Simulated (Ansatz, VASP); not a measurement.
**TiPd3 in VASP and in Ansatz**

INCAR

```
SYSTEM = TiPd3
ALGO = Normal
EDIFF = 1E-7
ENCUT = 520
GGA = CA
ISIF = 2
ISMEAR = -1
LASPH = .True.
LCHARG = .True.
LELF = .True.
LREAL = .False.
LVHAR = .True.
LWAVE = .False.
NBANDS = 29
NELM = 60
PREC = Accurate
SIGMA = 0.05
```

Contents of KPOINTS:

```
k-points
0
Gamma
  11 11 11
  0 0 0
```

POSCAR

```
TiPd3
1.0
    3.7436000000      0.0000000000      0.0000000000
    0.0000000000      3.7436000000      0.0000000000
    0.0000000000      0.0000000000      3.8200000000
Ti Pd
1 3
Direct
    0.0000000000      0.0000000000      0.0000000000
    0.0000000000      0.5000000000      0.5000000000
    0.5000000000      0.0000000000      0.5000000000
    0.5000000000      0.5000000000      0.0000000000
```

Input for Ansatz:

```yaml
crystal:
  lattice:
    - [3.7436, 0.0, 0.0]
    - [0.0, 3.7436, 0.0]
    - [0.0, 0.0, 3.82]
  atoms:
    - { symbol: Ti, position: [0.0, 0.0, 0.0] }
    - { symbol: Pd, position: [0.0, 0.5, 0.5] }
    - { symbol: Pd, position: [0.5, 0.0, 0.5] }
    - { symbol: Pd, position: [0.5, 0.5, 0.0] }
kpoints:
  mp_grid: { grid: [11, 11, 11] }
  band_path:
    path:
      - [0.0, 0.0, 0.0]
      - [0.0, 0.5, 0.0]
      - [0.5, 0.5, 0.0]
      - [0.0, 0.0, 0.0]
      - [0.0, 0.0, 0.5]
      - [0.0, 0.5, 0.5]
      - [0.5, 0.5, 0.5]
      - [0.0, 0.0, 0.5]
      - [0.0, 0.5, 0.0]
    npoints: 5
scf:
  occupations: { method: fermi_dirac, width: 0.05 }
hamiltonian:
  xc: lda
  pseudopotentials: { kind: all_electron, lapw: { basis_error: 0.001 } }
output:
  forces: true
  stress: true
  eigenvalues: true
```

Change from the starting cell: equal xx and yy strain of -2 %.

Alike in both runs: task single point; functional LDA; k mesh 11 × 11 × 11; occupations fermi-dirac, width 0.05 eV; no spin polarisation.

```csv
,VASP,Ansatz
version,VASP 6.6.1,Ansatz 0.2.0
potentials or method,"VASP PAW LDA potentials, release 64 (Ti_sv, Pd), cutoff 520 eV","all-electron LAPW, scalar-relativistic"
```

|  | VASP | Ansatz | Ansatz less VASP |
| --- | --- | --- | --- |
| pressure (GPa) | 13.5 | 13.0 | -0.43 |
| traceless stress, the component that is largest in VASP (GPa) | -2.52 | -2.53 | -0.009 |

LDA's correlation is that of Perdew and Zunger in VASP and of Perdew and Wang (1992) in Ansatz. Ansatz ran all-electron here, and VASP with PAW potentials.
